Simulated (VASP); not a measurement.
# SrTiO3 (Pm-3m) in VASP: notebook

The runs below take SrTiO3 through relaxation of cell and atoms, single point, with PBEsol, LDA, r2SCAN, PBE.

Program: VASP 6.6.1. These are calculated values, not measurements. Logs are shortened: lines on timing, memory, paths and dates and some standing lists are left out, and cuts for length are marked.

## Step 1: The cell of the first run

The structure is cubic, space group Pm-3m (No. 221). The conventional cell has a = 3.936 Å, b = 3.936 Å, c = 3.936 Å, α = 90.00°, β = 90.00°, γ = 90.00°. Sr (site symmetry m-3m) has 12 O at 2.78 Å and 8 Ti at 3.41 Å within 3.7 Å. Ti (site symmetry m-3m) has 6 O at 1.97 Å within 2.6 Å. Within 2.6 Å of O (site symmetry 4/mmm) lie 2 Ti at 1.97 Å.

## Step 2: Relaxation of cell and atoms, PBEsol

INCAR reads:

```
SYSTEM = SrTiO3
PREC = Accurate ; ENCUT = 600
EDIFF = 1E-6 ; ISMEAR = -1
SIGMA = 0.02 ; LREAL = .FALSE.
LASPH = .TRUE. ; NELM = 100
ALGO = Normal ; ISIF = 3
LWAVE = .FALSE. ; LCHARG = .FALSE.
GGA = PS ; IBRION = 2
NSW = 80 ; EDIFFG = -0.005
```

KPOINTS reads:

```
Automatic mesh
0
G
  6 6 6
  0 0 0
```

POSCAR reads:

```
SrTiO3
1.0
    3.9364286864      0.0000000000      0.0000000000
    0.0000000000      3.9364286864      0.0000000000
    0.0000000000      0.0000000000      3.9364286864
Sr Ti O
1 1 3
Direct
    0.0000000000      0.0000000000      0.0000000000
    0.5000000000      0.5000000000      0.5000000000
    0.5000000000      0.5000000000      0.0000000000
    0.5000000000      0.0000000000      0.5000000000
    0.0000000000      0.5000000000      0.5000000000
```

Potentials or basis: VASP PAW PBE potentials, release 64 (Sr_sv, Ti_sv, O).

The run is started by

```
> cat potpaw_PBE.64/Sr_sv/POTCAR potpaw_PBE.64/Ti_sv/POTCAR potpaw_PBE.64/O/POTCAR > POTCAR
> mpirun -np 1 vasp_std > vasp.out
```

OUTCAR:

```text
SYSTEM = SrTiO3
   PREC = Accurate
   ENCUT = 600
   EDIFF = 1E-6
   ISMEAR = -1
   LREAL = .FALSE.
   LASPH = .TRUE.
   NELM = 100
   ISIF = 3
   GGA = PS
   IBRION = 2
   NSW = 80
   EDIFFG = -0.005

 ion  position               nearest neighbor table
   1  0.000  0.000  0.000-   3 2.78   4 2.78   5 2.78   4 2.78   5 2.78   3 2.78   5 2.78   5 2.78
                             3 2.78   4 2.78   4 2.78   3 2.78   2 3.41   2 3.41   2 3.41   2 3.41
   2  0.500  0.500  0.500-   3 1.97   4 1.97   5 1.97   3 1.97   4 1.97   5 1.97   1 3.41   1 3.41
                             1 3.41   1 3.41   1 3.41   1 3.41   1 3.41   1 3.41
   3  0.500  0.500  0.000-   2 1.97   2 1.97   1 2.78   1 2.78   1 2.78   1 2.78
   4  0.500  0.000  0.500-   2 1.97   2 1.97   1 2.78   1 2.78   1 2.78   1 2.78
   5  0.000  0.500  0.500-   2 1.97   2 1.97   1 2.78   1 2.78   1 2.78   1 2.78

  LATTYP: Found a simple cubic cell.
 ALAT       =     3.9364286864

  Lattice vectors:

 A1 = (   3.9364286864,   0.0000000000,   0.0000000000)
 A2 = (   0.0000000000,   3.9364286864,   0.0000000000)
 A3 = (   0.0000000000,   0.0000000000,   3.9364286864)

Analysis of symmetry for initial positions (statically):
=====================================================================
 Subroutine PRICEL returns:
 Original cell was already a primitive cell.

 Routine SETGRP: Setting up the symmetry group for a
 simple cubic supercell.

 Subroutine GETGRP returns: Found 48 space group operations
 (whereof 48 operations were pure point group operations)
 out of a pool of 48 trial point group operations.

The static configuration has the point symmetry O_h .

Analysis of symmetry for dynamics (positions and initial velocities):
=====================================================================
 Subroutine PRICEL returns:
 Original cell was already a primitive cell.

 Routine SETGRP: Setting up the symmetry group for a
 simple cubic supercell.

 Subroutine GETGRP returns: Found 48 space group operations
 (whereof 48 operations were pure point group operations)
 out of a pool of 48 trial point group operations.

The dynamic configuration has the point symmetry O_h .

 Subroutine INISYM returns: Found 48 space group operations
 (whereof 48 operations are pure point group operations),
 and found     1 'primitive' translations

----------------------------------------------------------------------------------------

                                     Primitive cell

  volume of cell :      60.9968

  direct lattice vectors                    reciprocal lattice vectors
     3.936428686  0.000000000  0.000000000     0.254037372  0.000000000  0.000000000
[... 81 lines left out ...]
   ISPIN  =      1    spin polarized calculation?
   LNONCOLLINEAR =      F non collinear calculations
   LSORBIT =      F    spin-orbit coupling
   LASPH  =      T    aspherical Exc in radial PAW
   ENCUT  =  600.0 eV  44.10 Ry    6.64 a.u.   7.86  7.86  7.86*2*pi/ulx,y,z
   NELM   =    100;   NELMIN=  2; NELMDL= -5     # of ELM steps
   EDIFF  = 0.1E-05   stopping-criterion for ELM
   LREAL  =      F    real-space projection
   EDIFFG = -.5E-02   stopping-criterion for IOM
   NSW    =     80    number of steps for IOM
   IBRION =      2    ionic relax: 0-MD 1-quasi-New 2-CG
   NFREE  =      1    steps in history (QN), initial steepest desc. (CG)
   ISIF   =      3    stress and relaxation
   ISYM   =      2    0-nonsym 1-usesym 2-fastsym
   POTIM  = 0.5000    time-step for ionic-motion
   TEBEG  =    0.0;   TEEND  =   0.0 temperature during run
   PSTRESS=    0.0 pullay stress
   NELECT =      40.0000    total number of electrons
   NUPDOWN=      -1.0000    fix difference up-down
   EMIN   =  10.00;   EMAX   =-10.00  energy-range for DOS
   EFERMI =   0.00;   METHOD = LEGACY
   ISMEAR =    -1;   SIGMA  =   0.02  broadening in eV -4-tet -1-fermi 0-gaus
   EFERMI_NEDOS =   21; number of points for ismear=-14 and -15
   IALGO  =     38    algorithm
   IMIX   =      4    mixing-type and parameters
     AMIX     =   0.40;   BMIX     =  1.00
     AMIX_MAG =   1.60;   BMIX_MAG =  1.00
  volume/ion in A,a.u.               =      12.20        82.33
  Fermi-wavevector in a.u.,A,eV,Ry     =   1.422304  2.687765 27.523889  2.022949
  Thomas-Fermi vector in A             =   2.543022
   LORBIT       =      0    0 simple, 1 ext, 2 COOP (PROOUT), +10 PAW based schemes
   GGA     = PS    functional components
   LHFCALC =     F    Hartree Fock is set to
   AEXX    =    0.0000 exact exchange contribution
   IVDW    =     0    specifies the selected vdW correction
   LEPSILON=     F    determine dielectric tensor
   LRPA    =     F    only Hartree local field effects (RPA)
 conjugate gradient relaxation of ions
 non-spin polarized calculation
  energy-cutoff  :      600.00
  volume of cell :       61.00
 maximum number of plane-waves:      2054
 NGX is ok and might be reduce to    32
   NGX = 15   NGY = 15   NGZ = 15

--------------------------------------- Ionic step        1  -------------------------------------------

 number of electron      39.9999974 magnetization

 Free energy of the ion-electron system (eV)
  ---------------------------------------------------
  ext. energy  EPLUGINS =         0.00000000
  ---------------------------------------------------
  free energy    TOTEN  =       -41.99173423 eV

  energy without entropy =      -41.99173423  energy(sigma->0) =      -41.99173423

------------------------ aborting loop because EDIFF is reached ----------------------------------------

  FORCE on cell =-STRESS in cart. coord.  units (eV):
  Direction    XX          YY          ZZ          XY          YZ          ZX
  --------------------------------------------------------------------------------------
  -------------------------------------------------------------------------------------
  Total       -2.1098189     -2.1098189     -2.1098189      0.0000000      0.0000000     -0.0000000
  in kB      -55.4177138    -55.4177138    -55.4177138      0.0000000      0.0000000     -0.0000000
  external PRESSURE =     -55.4177138 kB  Pullay stress =       0.0000000 kB
[... 65 lines left out ...]
--------------------------------------- Ionic step        3  -------------------------------------------

 number of electron      39.9999982 magnetization

 Free energy of the ion-electron system (eV)
  ---------------------------------------------------
  ext. energy  EPLUGINS =         0.00000000
  ---------------------------------------------------
  free energy    TOTEN  =       -42.02593636 eV

  energy without entropy =      -42.02593636  energy(sigma->0) =      -42.02593636

 E-fermi :   4.6769     XC(G=0): -11.5816

 val. band max:        4.0888475178   @ k =   0.5000   0.5000   0.5000
 cond. band min:       5.9035649977   @ k =   0.0000   0.0000   0.0000
 fundamental gap:      1.8147174800
 Fermi energy:         4.6768954950

 k-point     1 :       0.0000    0.0000    0.0000
  band No.  band energies     occupation
      1     -52.0806      2.00000
      2     -28.5312      2.00000
      3     -28.4481      2.00000
      4     -28.4481      2.00000
      5     -28.4481      2.00000
      6     -13.2994      2.00000
[... 561 lines left out ...]
  FREE ENERGIE OF THE ION-ELECTRON SYSTEM (eV)
  ---------------------------------------------------
  free  energy   TOTEN  =       -42.0259363593 eV

  energy  without entropy=      -42.0259363593  energy(sigma->0) =      -42.02593636

 reached required accuracy - stopping structural energy minimisation
```

OSZICAR:

```text
N       E                     dE             d eps       ncg     rms          rms(c)
DAV:   1     0.486639487361E+03    0.48664E+03   -0.23743E+04   960   0.205E+03
DAV:   2     0.645027927910E+01   -0.48019E+03   -0.47282E+03  1120   0.533E+02
DAV:   3    -0.491680200804E+02   -0.55618E+02   -0.55567E+02  1416   0.161E+02
[... 32 lines left out ...]
DAV:   6    -0.420253583546E+02   -0.13924E-02   -0.28525E-03  1352   0.306E-01    0.222E-01
DAV:   7    -0.420258984832E+02   -0.54013E-03   -0.13005E-03  1528   0.189E-01    0.456E-02
DAV:   8    -0.420259206768E+02   -0.22194E-04   -0.50107E-05  1152   0.470E-02    0.272E-02
DAV:   9    -0.420259361639E+02   -0.15487E-04   -0.40241E-05  1408   0.558E-02    0.538E-03
DAV:  10    -0.420259363593E+02   -0.19541E-06   -0.67520E-06  1072   0.152E-02
   3 F= -.42025936E+02 E0= -.42025936E+02  d E =-.342021E-01
```

CONTCAR:

```text
SrTiO3
   1.00000000000000
     3.8947425028832900    0.0000000000000000   -0.0000000000000000
     0.0000000000000000    3.8947425028832900   -0.0000000000000000
     0.0000000000000000    0.0000000000000000    3.8947425028832900
  Sr              Ti              O
     1     1     3
Direct
     0.0000000000000000    0.0000000000000000    0.0000000000000000
     0.5000000000000000    0.5000000000000000    0.5000000000000000
     0.5000000000000000    0.5000000000000000    0.0000000000000000
     0.5000000000000000    0.0000000000000000    0.5000000000000000
     0.0000000000000000    0.5000000000000000    0.5000000000000000

  0.00000000E+00  0.00000000E+00  0.00000000E+00
  0.00000000E+00  0.00000000E+00  0.00000000E+00
  0.00000000E+00  0.00000000E+00  0.00000000E+00
  0.00000000E+00  0.00000000E+00  0.00000000E+00
  0.00000000E+00  0.00000000E+00  0.00000000E+00
```

Run time: 33 s. Hardware: 1 thread of Intel Xeon 6975P-C (Granite Rapids), shared host; peak memory 0.21 GiB.

What came out:

| Item | Value |
| --- | --- |
| Free energy | -42.0259 eV |
| Relaxed volume | 11.82 Å³/atom |
| Relaxed cell | a = 3.895 Å, b = 3.895 Å, c = 3.895 Å, α = 90.00°, β = 90.00°, γ = 90.00° |
| Space group after relaxing (to 0.1 Å) | Pm-3m (No. 221) |
| Energy gained by relaxing | 6.8 meV/atom |
| Ionic steps | 3 |
| Pressure after relaxing | 0.0 GPa |
| Band gap on the k mesh | 1.81 eV (least direct gap 2.17 eV) |

Step by step:
| step | energy change (eV) | largest force (eV/Å) | pressure (GPa) | volume (Å³) |
| --- | --- | --- | --- | --- |
| 1 | 0.0000 | 0.0000 | -5.54 | 61.00 |
| 2 | -0.0037 | 0.0000 | 5.84 | 57.35 |
| 3 | -0.0342 | 0.0000 | -0.03 | 59.08 |

Final structure:
```
CELL_PARAMETERS angstrom
3.89474 0.00000 0.00000
0.00000 3.89474 0.00000
0.00000 0.00000 3.89474
ATOMIC_POSITIONS crystal
Sr 0.00000 0.00000 0.00000
Ti 0.50000 0.50000 0.50000
O 0.50000 0.50000 0.00000
O 0.50000 0.00000 0.50000
O 0.00000 0.50000 0.50000
```

Caveat: the PAW data sets were made with another functional, which shifts forces and pressure a little.

## Step 3: Relaxation of cell and atoms, LDA

INCAR reads:

```
PREC = Accurate ; ENCUT = 600
EDIFF = 1E-6 ; ISMEAR = -1
SIGMA = 0.02 ; LREAL = F
LASPH = T ; NELM = 80
ALGO = Normal ; ISIF = 3
LWAVE = F ; LCHARG = F
IBRION = 2 ; NSW = 80
EDIFFG = -0.005
```

KPOINTS reads:

```
Automatic mesh
0
Gamma
  6 6 6
```

POSCAR is that of step 2.

Potentials or basis: VASP PAW LDA potentials, release 64 (Sr_sv, Ti_sv, O).

The run is started by

```
> cat potpaw_LDA.64/Sr_sv/POTCAR potpaw_LDA.64/Ti_sv/POTCAR potpaw_LDA.64/O/POTCAR > POTCAR
> mpirun -np 1 vasp_std > vasp.out
```

Run time: 39 s. Hardware: 1 thread of Intel Xeon 6975P-C (Granite Rapids), shared host; peak memory 0.19 GiB.

Results (log left out):

```
Free energy                           : -44.1928 eV
Relaxed volume                        : 11.50 Å³/atom
Relaxed cell                          : a = 3.860 Å, b = 3.860 Å, c = 3.860 Å, α = 90.00°, β = 90.00°, γ = 90.00°
Space group after relaxing (to 0.1 Å) : Pm-3m (No. 221)
Energy gained by relaxing             : 24.1 meV/atom
Ionic steps                           : 5
Pressure after relaxing               : 0.0 GPa
Band gap on the k mesh                : 1.81 eV (least direct gap 2.15 eV)
```

Step by step:
```csv
step,energy change (eV),largest force (eV/Å),pressure (GPa),volume (Å³)
1,0.0000,0.0000,-10.44,61.00
2,0.0072,0.0000,13.30,54.24
3,-0.1204,0.0000,-0.10,57.52
4,-0.1204,0.0000,0.12,57.46
5,-0.1204,0.0000,-0.01,57.52
```

Final structure:
```xyz
5
Lattice="3.8601 0.0000 0.0000 0.0000 3.8601 0.0000 0.0000 0.0000 3.8601" Properties=species:S:1:pos:R:3 pbc="T T T"
Sr    0.0000    0.0000    0.0000
Ti    1.9301    1.9301    1.9301
O     1.9301    1.9301    0.0000
O     1.9301    3.8601    1.9301
O     3.8601    1.9301    1.9301
```

Levels at points of the mesh, in eV from the valence-band top:
```csv
k point,band 16,band 17,band 18,band 19,band 20,band 21,band 22,band 23,band 24
"(0.00, 0.00, 0.00)",-1.25,-1.25,-0.34,-0.34,-0.34,1.81,1.81,1.81,4.57
"(0.50, 0.00, 0.00)",-2.49,-2.49,-2.16,-0.73,-0.73,2.01,3.92,3.92,4.61
"(0.50, 0.50, 0.00)",-3.06,-1.71,-1.62,-1.62,-0.10,3.93,3.93,4.39,5.64
"(0.50, 0.50, 0.50)",-3.88,-3.88,0.00,0.00,0.00,4.65,4.65,4.65,6.98
```

A k mesh can miss the band edges.

## Step 4: Relaxation of cell and atoms, r2SCAN

POSCAR is that of step 3.

INCAR.step1 reads:

```
ALGO = Normal ; EDIFF = 1E-4
ENCUT = 600 ; GGA = PE
ISMEAR = -1 ; LASPH = T
LCHARG = F ; LREAL = F
LWAVE = T ; NELM = 80
PREC = Accurate ; SIGMA = 0.02
```

INCAR.step2 reads:

```
ALGO = Normal ; EDIFF = 1E-6
EDIFFG = -0.005 ; ENCUT = 600
IBRION = 2 ; ISIF = 3
ISMEAR = -1 ; ISTART = 1
LASPH = T ; LCHARG = F
LMIXTAU = T ; LREAL = F
LWAVE = F ; METAGGA = R2SCAN
NELM = 80 ; NSW = 80
PREC = Accurate ; SIGMA = 0.02
```

KPOINTS reads:

```
k-points
0
Gamma
  6 6 6
```

Potentials or basis: VASP PAW PBE potentials, release 64 (Sr_sv, Ti_sv, O).

The run is started by

```
> cat potpaw_PBE.64/Sr_sv/POTCAR potpaw_PBE.64/Ti_sv/POTCAR potpaw_PBE.64/O/POTCAR > POTCAR
> cp INCAR.step1 INCAR
> mpirun -np 1 vasp_std > vasp.out
> cp INCAR.step2 INCAR
> mpirun -np 1 vasp_std > vasp.out
```

Run time: 1.9 min. Hardware: 1 thread of Intel Xeon 6975P-C (Granite Rapids), shared host; peak memory 0.22 GiB.

It converged, with:

| Item | Value |
| --- | --- |
| Free energy | -63.3413 eV |
| Relaxed volume | 11.97 Å³/atom |
| Relaxed cell | a = 3.912 Å, b = 3.912 Å, c = 3.912 Å, α = 90.00°, β = 90.00°, γ = 90.00° |
| Space group after relaxing (to 0.1 Å) | Pm-3m (No. 221) |
| Energy gained by relaxing | 2.4 meV/atom |
| Ionic steps | 3 |
| Pressure after relaxing | 0.0 GPa |
| Band gap on the k mesh | 2.26 eV (least direct gap 2.65 eV) |

The path:
```csv
step,energy change (eV),largest force (eV/Å),pressure (GPa),volume (Å³)
1,0.0000,0.0000,-3.36,61.00
2,0.0004,0.0000,3.67,58.77
3,-0.0120,0.0000,-0.01,59.87
```

Final structure:
```
CELL_PARAMETERS angstrom
3.91211 0.00000 0.00000
0.00000 3.91211 0.00000
0.00000 0.00000 3.91211
ATOMIC_POSITIONS crystal
Sr 0.00000 0.00000 0.00000
Ti 0.50000 0.50000 0.50000
O 0.50000 0.50000 0.00000
O 0.50000 0.00000 0.50000
O 0.00000 0.50000 0.50000
```

Levels at points of the mesh, in eV from the valence-band top:
```tsv
k point	band 16	band 17	band 18	band 19	band 20	band 21	band 22	band 23	band 24
(0.00, 0.00, 0.00)	-1.20	-1.20	-0.39	-0.39	-0.39	2.26	2.26	2.26	4.56
(0.50, 0.00, 0.00)	-2.35	-2.35	-1.99	-0.77	-0.77	2.42	4.15	4.15	4.57
(0.50, 0.50, 0.00)	-2.84	-1.80	-1.60	-1.60	-0.09	4.16	4.16	4.64	5.60
(0.50, 0.50, 0.50)	-3.78	-3.78	0.00	0.00	0.00	4.85	4.85	4.85	7.61
```

Caveat: the PAW data sets were made with another functional, which shifts forces and pressure a little.

## Step 5: Single point, PBE, non-collinear spin, zero start, spin-orbit coupling

This run uses another cell than the first one, of 11.93 Å³/atom.

INCAR reads:

```
ALGO = Normal
EDIFF = 1E-6
ENCUT = 520
GGA = PE
GGA_COMPAT = F
ISIF = 2
ISMEAR = 0
LASPH = T
LCHARG = F
LMAXMIX = 4
LNONCOLLINEAR = T
LORBIT = 11
LORBMOM = T
LREAL = F
LSORBIT = T
LWAVE = F
MAGMOM = 0 0 0 0 0 0 0 0 0 0 0 0 0 0 0
NBANDS = 55
NELM = 150
PREC = Accurate
SIGMA = 0.01
```

KPOINTS is that of step 4.

POSCAR: that of step 4 with these lines changed.

```diff
@@ -2,5 +2,5 @@
 1.0
-    3.9364286864      0.0000000000      0.0000000000
-    0.0000000000      3.9364286864      0.0000000000
-    0.0000000000      0.0000000000      3.9364286864
+    3.9068515088      0.0000000000      0.0000000000
+    0.0000000000      3.9068515088      0.0000000000
+    0.0000000000      0.0000000000      3.9068515088
 Sr Ti O
```

The run is started by

```
> cat potpaw_PBE.64/Sr_sv/POTCAR potpaw_PBE.64/Ti_sv/POTCAR potpaw_PBE.64/O/POTCAR > POTCAR
> mpirun -np 1 vasp_ncl > vasp.out
```

Wall time 1.7 min (1 thread of Intel Xeon 6975P-C (Granite Rapids), shared host); peak memory 0.33 GiB.

Results (log left out):

| Item | Value |
| --- | --- |
| Free energy | -40.1705 eV |
| Pressure | 4.7 GPa |
| Net moment | 0.00 μB per cell |
| Valence electrons inside the program's atomic spheres | Sr 8.02; Ti 10.31; O 5.06 |

Moments on the atoms (μB; x, y, z):
```
Sr  0.00 0.00 0.00
Ti  0.00 0.00 0.00
O   0.00 0.00 0.00
O   0.00 0.00 0.00
O   0.00 0.00 0.00
```

Caveat: the cell stands under pressure.

## Step 6: Overview

| task | level | potentials or basis | spin | cell | cutoff (eV) | smearing | gap on the mesh (eV) | pressure (GPa) | relaxed volume (Å³/atom) |
| --- | --- | --- | --- | --- | --- | --- | --- | --- | --- |
| relaxation of cell and atoms | PBEsol | VASP PAW PBE potentials, release 64 (Sr_sv, Ti_sv, O) | off | relaxed from a = 3.936 Å, 5 atoms | 600 | fermi-dirac 0.02 eV | 1.81 | 0.0 | 11.82 |
| relaxation of cell and atoms | LDA | VASP PAW LDA potentials, release 64 (Sr_sv, Ti_sv, O) | off | relaxed from a = 3.936 Å, 5 atoms | 600 | fermi-dirac 0.02 eV | 1.81 | 0.0 | 11.50 |
| relaxation of cell and atoms | r2SCAN | VASP PAW PBE potentials, release 64 (Sr_sv, Ti_sv, O) | off | relaxed from a = 3.936 Å, 5 atoms | 600 | fermi-dirac 0.02 eV | 2.26 | 0.0 | 11.97 |
| single point | PBE | VASP PAW PBE potentials, release 64 (Sr_sv, Ti_sv, O) | non-collinear, zero start, SOC | a = 3.907 Å, 5 atoms | 520 | gaussian 0.01 eV | - | 4.7 | - |

Alike in all rows: k mesh 6 × 6 × 6.

Caveats: the PAW data sets were made with another functional, which shifts forces and pressure a little (at least some runs); the cell stands under pressure (at least some runs).

Total energies depend on the potentials used, so only differences within one code and one set of settings carry meaning.
